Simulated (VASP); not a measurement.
Runs of VASP 6.6.1 on HfN. The structure is that of space group I-4m2 (No. 119), or close to it. The cells are those of the table. 

| cell | gap on the mesh (eV) | pressure (GPa) |
| --- | --- | --- |
| a = 3.517, b = 3.517, c = 3.645 Å, angles 58.8, 58.8, 62.4°, 2 atoms | none | (a) |
| a = 3.476, b = 3.476, c = 3.298 Å, angles 61.7, 61.7, 56.6°, 2 atoms | none | 4.6 |
| a = 3.473, b = 3.473, c = 3.558 Å, angles 59.2, 59.2, 61.6°, 2 atoms | none | -10.2 |
| a = 3.476, b = 3.476, c = 3.645 Å, angles 58.4, 58.4, 63.2°, 2 atoms | none | -14.1 |

Alike in all rows: task single point; level PBEsol; potentials or basis VASP PAW PBE potentials, release 64 (Hf_pv, N); no spin polarisation; k mesh 16 × 16 × 16; cutoff (eV) 520; smearing gaussian 0.15 eV.

Q: Estimate the missing entries.

A: (a) -17.6.

Caveats: the PAW data sets were made with another functional, which shifts forces and pressure a little; spin-orbit coupling is left out, which moves the levels of the heavy elements.

A k mesh can miss the band edges, and the runs leave out spin-orbit coupling on Hf.

A gap of «none» marks levels without a gap at the run's occupations.
